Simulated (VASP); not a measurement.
AlN, 12 atoms in the cell. Symmetry: P4/nmm, No. 129, tetragonal system. The conventional cell has a = 2.860 Å, b = 2.860 Å, c = 15.136 Å, α = 90.00°, β = 90.00°, γ = 90.00°. Within 2.7 Å of Al (site symmetry 4mm) lie 5 N at 2.02 Å. Within 2.7 Å of Al (site symmetry 4mm) lie 6 N at 2.02 Å. Within 2.7 Å of Al (site symmetry 4mm) lie 6 N at 2.02 Å. N (site symmetry 4mm) has 5 Al at 2.02 Å within 2.7 Å. Within 2.7 Å of N (site symmetry 4mm) lie 6 Al at 2.02 Å. Within 2.7 Å of N (site symmetry 4mm) lie 6 Al at 2.02 Å.  This cell differs from its parent crystal: the distance across one plane changed.

| Item | Value |
| --- | --- |
| Program | VASP 6.6.1 |
| Task | single point |
| Functional | PBEsol |
| Potentials or basis | VASP PAW PBE potentials, release 64 (Al, N) |
| Cutoff | 520 eV |
| k mesh | 8 × 8 × 2 |
| Occupations | gaussian, width 0.05 eV |
| Spin | no spin polarisation |
| Dipole correction | no |
| Further INCAR settings | ALGO = Normal; EDIFF = 1e-06; NBANDS = 36 |

Potentials or basis: VASP PAW PBE potentials, release 64 (Al, N).

Command:

```sh
$ cat potpaw_PBE.64/Al/POTCAR potpaw_PBE.64/N/POTCAR > POTCAR
$ mpirun -np 1 vasp_std > vasp.out
```

Hardware: 1 thread of Intel Xeon 8259CL, with other jobs on the host.

Problem. Estimate the wall time of this run.

Solution. Run time: 3.7 min on 1 thread of Intel Xeon 8259CL (shared host), peak memory 0.3 GiB. Counts: scf iterations 17, k points 30.
